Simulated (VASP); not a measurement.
# Ge (Fd-3m) in VASP: a series of runs, part 2 of 2

VASP 6.6.1. The steps go on from the part before.

### 4 Relaxation of cell and atoms, LDA, target pressure 460 GPa, at which the enthalpy is minimised

This run uses another cell than the first one, of 7.97 Å³/atom, 0.880 times its volume.

Input file INCAR:

```
PREC = Accurate
ENCUT = 600
EDIFF = 1E-7
ISMEAR = -1
SIGMA = 0.1
LREAL = F
LASPH = T
NELM = 60
ALGO = Normal
ISIF = 3
LWAVE = F
LCHARG = F
GGA = CA
IBRION = 2
NSW = 60
EDIFFG = -0.005
PSTRESS = 4600.0
```

Input file KPOINTS:

```
Automatic mesh
0
Gamma
  15 15 15
```

Input file POSCAR:

```
Ge
1.0
    0.0000000000      1.9977327362      1.9977327362
    1.9977327362      0.0000000000      1.9977327362
    1.9977327362      1.9977327362      0.0000000000
Ge
2
Direct
   -0.1250000000     -0.1250000000     -0.1250000000
    0.1250000000      0.1250000000      0.1250000000
```

Potentials or basis: VASP PAW LDA potentials, release 64 (Ge_d).

Command:

```bash
cat potpaw_LDA.64/Ge_d/POTCAR > POTCAR
mpirun -np 1 vasp_std > vasp.out
```

OUTCAR:

```text
PREC = Accurate
   ENCUT = 600
   EDIFF = 1E-7
   ISMEAR = -1
   LREAL = F
   LASPH = T
   NELM = 60
   ISIF = 3
   GGA = CA
   IBRION = 2
   NSW = 60
   EDIFFG = -0.005
   PSTRESS = 4600.0

 ion  position               nearest neighbor table
   1  0.875  0.875  0.875-   2 1.73   2 1.73   2 1.73   2 1.73
   2  0.125  0.125  0.125-   1 1.73   1 1.73   1 1.73   1 1.73

  LATTYP: Found a face centered cubic cell.
 ALAT       =     3.9954654724

  Lattice vectors:

 A1 = (   0.0000000000,   1.9977327362,   1.9977327362)
 A2 = (   1.9977327362,   0.0000000000,   1.9977327362)
 A3 = (   1.9977327362,   1.9977327362,   0.0000000000)

Analysis of symmetry for initial positions (statically):
=====================================================================
 Subroutine PRICEL returns:
 Original cell was already a primitive cell.

 Routine SETGRP: Setting up the symmetry group for a
 face centered cubic supercell.

 Subroutine GETGRP returns: Found 48 space group operations
 (whereof 12 operations were pure point group operations)
 out of a pool of 48 trial point group operations.

The static configuration has the point symmetry D_3d.
 The point group associated with its full space group is O_h .

Analysis of symmetry for dynamics (positions and initial velocities):
=====================================================================
 Subroutine PRICEL returns:
 Original cell was already a primitive cell.

 Routine SETGRP: Setting up the symmetry group for a
 face centered cubic supercell.

 Subroutine GETGRP returns: Found 48 space group operations
 (whereof 12 operations were pure point group operations)
 out of a pool of 48 trial point group operations.

The dynamic configuration has the point symmetry D_3d.
 The point group associated with its full space group is O_h .

 Subroutine INISYM returns: Found 48 space group operations
 (whereof 12 operations are pure point group operations),
[... 115 lines left out ...]
     AMIX     =   0.40;   BMIX     =  1.00
     AMIX_MAG =   1.60;   BMIX_MAG =  1.00
  volume/ion in A,a.u.               =       7.97        53.80
  Fermi-wavevector in a.u.,A,eV,Ry     =   1.975059  3.732321 53.074408  3.900859
  Thomas-Fermi vector in A             =   2.996705
   LORBIT       =      0    0 simple, 1 ext, 2 COOP (PROOUT), +10 PAW based schemes
   GGA     = CA    functional components
   LHFCALC =     F    Hartree Fock is set to
   AEXX    =    0.0000 exact exchange contribution
   IVDW    =     0    specifies the selected vdW correction
   LEPSILON=     F    determine dielectric tensor
   LRPA    =     F    only Hartree local field effects (RPA)
 conjugate gradient relaxation of ions
 non-spin polarized calculation
  energy-cutoff  :      600.00
  volume of cell :       15.95
 maximum number of plane-waves:       544
   NGX = 11   NGY = 11   NGZ = 11

--------------------------------------- Ionic step        1  -------------------------------------------

 number of electron      27.9999986 magnetization

 Free energy of the ion-electron system (eV)
  ---------------------------------------------------
  ext. energy  EPLUGINS =         0.00000000
  ---------------------------------------------------
  free energy    TOTEN  =        16.19092174 eV

  energy without entropy =       16.20473802  energy(sigma->0) =       16.19782988

------------------------ aborting loop because EDIFF is reached ----------------------------------------

  FORCE on cell =-STRESS in cart. coord.  units (eV):
  Direction    XX          YY          ZZ          XY          YZ          ZX
  --------------------------------------------------------------------------------------
  -------------------------------------------------------------------------------------
  Total       75.1725861     75.1725861     75.1725861      0.0000000      0.0000000     -0.0000000
  in kB     7553.1466817   7553.1466817   7553.1466817      0.0000000      0.0000000     -0.0000000
  external PRESSURE =    2953.1466817 kB  Pullay stress =    4600.0000000 kB
[... 25 lines left out ...]
--------------------------------------- Ionic step        2  -------------------------------------------

 number of electron      28.0000069 magnetization

 E-fermi :   0.3433     XC(G=0):  -7.9045

 val. band max:        0.3418687699   @ k =  -0.3333   0.0667   0.0000
 cond. band min:       0.3937306742   @ k =   0.4000   0.0667   0.0000
 fundamental gap:      0.0518619043
 Fermi energy:         0.3433307674

 k-point     1 :       0.0000    0.0000    0.0000
  band No.  band energies     occupation
      1     -25.2390      2.00000
      2     -25.2390      2.00000
      3     -25.2390      2.00000
      4     -25.0974      2.00000
      5     -25.0974      2.00000
      6     -25.0860      2.00000
[... 608 lines left out ...]
--------------------------------------- Ionic step        5  -------------------------------------------

 number of electron      27.9999988 magnetization

 Free energy of the ion-electron system (eV)
  ---------------------------------------------------
  ext. energy  EPLUGINS =         0.00000000
  ---------------------------------------------------
  free energy    TOTEN  =         6.23803464 eV

  energy without entropy =        6.24753436  energy(sigma->0) =        6.24278450

 E-fermi :  17.8804     XC(G=0): -15.3302

 val. band max:       17.8654619645   @ k =   0.4000   0.4000   0.0000
 cond. band min:      17.9088923089   @ k =  -0.4667   0.3333   0.0000
 fundamental gap:      0.0434303443
 Fermi energy:        17.8803724083

 k-point     1 :       0.0000    0.0000    0.0000
  band No.  band energies     occupation
      1     -11.0539      2.00000
      2     -11.0539      2.00000
      3     -11.0539      2.00000
      4     -10.9490      2.00000
      5     -10.9490      2.00000
      6      -9.4104      2.00000
[... 528 lines left out ...]
  energy  without entropy=        6.2475343647  energy(sigma->0) =        6.24278450

  enthalpy is  TOTEN    =        59.7201279498 eV   P V=       53.4820933088

 reached required accuracy - stopping structural energy minimisation
```

OSZICAR:

```text
N       E                     dE             d eps       ncg     rms          rms(c)
DAV:   1     0.163481624078E+03    0.16348E+03   -0.14678E+04  5066   0.560E+03
DAV:   2     0.267706127644E+02   -0.13671E+03   -0.13366E+03  4338   0.551E+02
DAV:   3     0.147399734345E+02   -0.12031E+02   -0.11891E+02  4556   0.132E+02
[... 63 lines left out ...]
DAV:   3     0.623797161282E+01    0.93113E-03   -0.11171E-03  6386   0.991E-01    0.501E-02
DAV:   4     0.623803448995E+01    0.62877E-04   -0.16771E-04  5568   0.330E-01    0.142E-02
DAV:   5     0.623803454204E+01    0.52094E-07   -0.11441E-05  5878   0.903E-02    0.102E-02
DAV:   6     0.623803463717E+01    0.95125E-07   -0.12937E-06  5574   0.319E-02    0.729E-04
DAV:   7     0.623803464097E+01    0.38044E-08   -0.66484E-08  2636   0.360E-03
   5 F= 0.59720128E+02 E0= 0.59724878E+02  d E =-.225223E+01
```

CONTCAR:

```text
Ge
   1.00000000000000
     0.0000000000000000    2.1039902234991534    2.1039902234991534
     2.1039902234991534    0.0000000000000000    2.1039902234991534
     2.1039902234991534    2.1039902234991534   -0.0000000000000000
  Ge
     2
Direct
     0.8750000000000000    0.8750000000000000    0.8750000000000000
     0.1250000000000000    0.1250000000000000    0.1250000000000000

  0.00000000E+00  0.00000000E+00  0.00000000E+00
  0.00000000E+00  0.00000000E+00  0.00000000E+00
```

Wall time 2 min (1 thread of Intel Xeon Platinum 8488C (Sapphire Rapids), shared host); peak memory 0.16 GiB.

What came out:

* Free energy: 6.2380 eV
* Relaxed volume: 9.31 Å³/atom
* Relaxed cell: a = 2.975 Å, b = 2.975 Å, c = 2.975 Å, α = 60.00°, β = 60.00°, γ = 60.00°
* Space group after relaxing (to 0.05 Å): Fd-3m (No. 227)
* Energy change on relaxing (the enthalpy is what falls): -4976.4 meV/atom
* Ionic steps: 5
* Pressure after relaxing: 460.0 GPa
* Band gap on the k mesh: zero (band 14 reaches 19.43 eV, above the bottom of band 15 at 17.19 eV)

Step by step:
| step | energy change (eV) | largest force (eV/Å) | pressure (GPa) | volume (Å³) |
| --- | --- | --- | --- | --- |
| 1 | 0.0000 | 0.0000 | 755.31 | 15.95 |
| 2 | -19.0545 | 0.0000 | -79.17 | 79.59 |
| 3 | -12.3681 | 0.0000 | 390.38 | 19.54 |
| 4 | -10.1357 | 0.0000 | 454.71 | 18.69 |
| 5 | -9.9529 | 0.0000 | 459.99 | 18.63 |

Final structure:
```
CELL_PARAMETERS angstrom
0.00000 2.10399 2.10399
2.10399 0.00000 2.10399
2.10399 2.10399 0.00000
ATOMIC_POSITIONS crystal
Ge 0.87500 0.87500 0.87500
Ge 0.12500 0.12500 0.12500
```

Levels at points of the mesh, in eV from the Fermi level:
```
           k point  band 10  band 11  band 12  band 13  band 14  band 15  band 16  band 17  band 18
(0.00, 0.00, 0.00)   -26.82   -22.62     1.55     1.55     1.55     3.28     3.28     3.28     9.39
```

Caveat: the cell is relaxed towards a set pressure, so the enthalpy falls and the energy may rise; the volume moved by over 15 % at a fixed basis, so the end points are rough.

### 5 Overview

| task | cell | cutoff (eV) | gap on the mesh (eV) | pressure (GPa) |
| --- | --- | --- | --- | --- |
| single point | a = 2.948 Å, angles 60.0°, 2 atoms | 520 | none | 504.9 |
| single point | a = 2.950 Å, angles 60.0°, 2 atoms | 520 | none | 501.0 |
| relaxation of cell and atoms | relaxed to 460 GPa from a = 2.825 Å, angles 60.0°, 2 atoms | 600 | none | 460.0 |

Alike in all rows: level LDA; potentials or basis VASP PAW LDA potentials, release 64 (Ge_d); no spin polarisation; k mesh 15 × 15 × 15; smearing fermi-dirac 0.1 eV.

Caveats: the cell is relaxed towards a set pressure, so the enthalpy falls and the energy may rise (some runs); the volume moved by over 15 % at a fixed basis, so the end points are rough (some runs).

Total energies depend on the potentials used, so only differences within one code and one set of settings carry meaning.
